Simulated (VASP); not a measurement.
Set up this calculation in VASP 6.6.1, as the native input.

```
Task                   : single point
Functional             : LDA
Potentials or basis    : VASP PAW LDA potentials, release 64 (Ti_sv, O)
Cutoff                 : 520 eV
k mesh                 : 8 × 8 × 6
Occupations            : fermi-dirac, width 0.05 eV
Spin                   : no spin polarisation
Dipole correction      : no
Further INCAR settings : ALGO = Normal; EDIFF = 1e-07; NBANDS = 33
```

The structure of TiO2 lies in POSCAR:

```
TiO2
1.0
    2.7591069643     -2.7597401439      0.0000000000
    2.7591069643      2.7597401439      0.0000000000
   -2.6851819758      0.0000000000      4.8907125897
Ti O
2 4
Direct
    0.8658900000      0.1341100000      0.7500000000
    0.1341100000      0.8658900000      0.2500000000
    0.0887550000      0.3312210000      0.1671490000
    0.9112450000      0.6687790000      0.8328510000
    0.6687790000      0.9112450000      0.3328510000
    0.3312210000      0.0887550000      0.6671490000
```

These files were run (other wordings do the same):

INCAR

```
ALGO = Normal
EDIFF = 1E-7
ENCUT = 520
ISIF = 2
ISMEAR = -1
LASPH = True
LCHARG = False
LREAL = False
LWAVE = False
NBANDS = 33
NELM = 60
PREC = Accurate
SIGMA = 0.05
```

KPOINTS

```
k-points
0
Gamma
  8 8 6
```

Potentials or basis: VASP PAW LDA potentials, release 64 (Ti_sv, O).

Launch:

```bash
$ cat potpaw_LDA.64/Ti_sv/POTCAR potpaw_LDA.64/O/POTCAR > POTCAR
$ mpirun -np 1 vasp_std > vasp.out
```

It gave:

The pressure is -21.3 GPa and the largest force is 0.606 eV/Å. The band gap on the k mesh is 1.83 eV (least direct gap 2.16 eV).

Caveat: the cell stands under tension.

It took 5.6 min on 1 thread of Intel(R) Xeon(R) Platinum 8488C (Sapphire Rapids), on a shared host, peak memory 0.32 GiB.
